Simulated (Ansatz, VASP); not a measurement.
# Mo: VASP beside Ansatz

File POSCAR:

```
Mo
1.0
    2.8438635776      0.0000000000      0.0000000000
   -1.4219317888      2.4628581031      0.0000000000
    0.0000000000      0.0000000000      5.1084860704
Mo
2
Direct
    0.3333333333      0.6666666667      0.2500000000
    0.6666666667      0.3333333333      0.7500000000
```

Contents of INCAR.step1:

```
SYSTEM = Mo
PREC     = Accurate       ! precision mode
ENCUT    = 520            ! plane-wave cutoff, eV
ISMEAR   = -1             ! smearing method
SIGMA    = 0.1            ! smearing width, eV
LREAL    = .False.        ! projectors in reciprocal space
LASPH    = .True.         ! aspherical terms in the spheres
NELM     = 80             ! most SCF steps
NBANDS   = 21             ! bands
GGA      = PE             ! functional
ALGO     = Normal         ! electronic algorithm
EDIFF    = 1E-4           ! SCF threshold, eV
LWAVE    = .True.         ! write WAVECAR
LCHARG   = .False.        ! write CHGCAR
```

The input INCAR.step2:

```
SYSTEM = Mo
PREC     = Accurate       ! precision mode
ENCUT    = 520            ! plane-wave cutoff, eV
EDIFF    = 1E-6           ! SCF threshold, eV
ISMEAR   = -1             ! smearing method
SIGMA    = 0.1            ! smearing width, eV
LREAL    = .False.        ! projectors in reciprocal space
LASPH    = .True.         ! aspherical terms in the spheres
NELM     = 80             ! most SCF steps
ALGO     = Normal         ! electronic algorithm
ISIF     = 2              ! what is computed and relaxed
LWAVE    = .False.        ! write WAVECAR
LCHARG   = .False.        ! write CHGCAR
METAGGA  = R2SCAN         ! meta-GGA
LMIXTAU  = .True.       
NBANDS   = 21             ! bands
ISTART   = 1
```

The input KPOINTS:

```
Automatic mesh
0
Gamma
  15 15 7
  0 0 0
```

Input for Ansatz:

```yaml
crystal:
  lattice:
    - [2.8438635776, 0.0, 0.0]
    - [-1.4219317888, 2.4628581031, 0.0]
    - [0.0, 0.0, 5.1084860704]
  atoms:
    - { symbol: Mo, position: [0.3333333333, 0.6666666667, 0.25] }
    - { symbol: Mo, position: [0.6666666667, 0.3333333333, 0.75] }
hamiltonian:
  xc: r2scan
  pseudopotentials:
    kind: paw
    azcp:
      Mo: "pseudopotentials/Mo.paw.azcp"
basis:
  ecutwfc: 500
  fft_grid_basis: typed
kpoints:
  mp_grid: { grid: [15, 15, 7], shift: [0, 0, 0] }
magnetization:
  spin_polarized: false
scf:
  occupations: { method: fermi_dirac, width: 0.1 }
  lower_state_search: "off"
output:
  stress: true
  write_density: true
  write_potential: true
  elf: true
  volumetric_format: npy
```

Alike in both runs: task single point; functional r2SCAN; k mesh 15 × 15 × 7; occupations fermi-dirac, width 0.1 eV; no spin polarisation.

|  | VASP | Ansatz |
| --- | --- | --- |
| version | VASP 6.6.1 | Ansatz 0.2.0 |
| potentials or method | VASP PAW PBE potentials, release 64 (Mo_sv), cutoff 520 eV | plane waves (500 eV) with PAW, scalar-relativistic |
| valence electrons in the cell | 28 | 28 |

|  | VASP | Ansatz | Ansatz less VASP |
| --- | --- | --- | --- |
| pressure (GPa) | -21.8 | -22.4 | -0.59 |
| traceless stress, the component that is largest in VASP (GPa) | 3.30 | 3.38 | +0.080 |

VASP's potentials were made for PBE, not for r2SCAN.
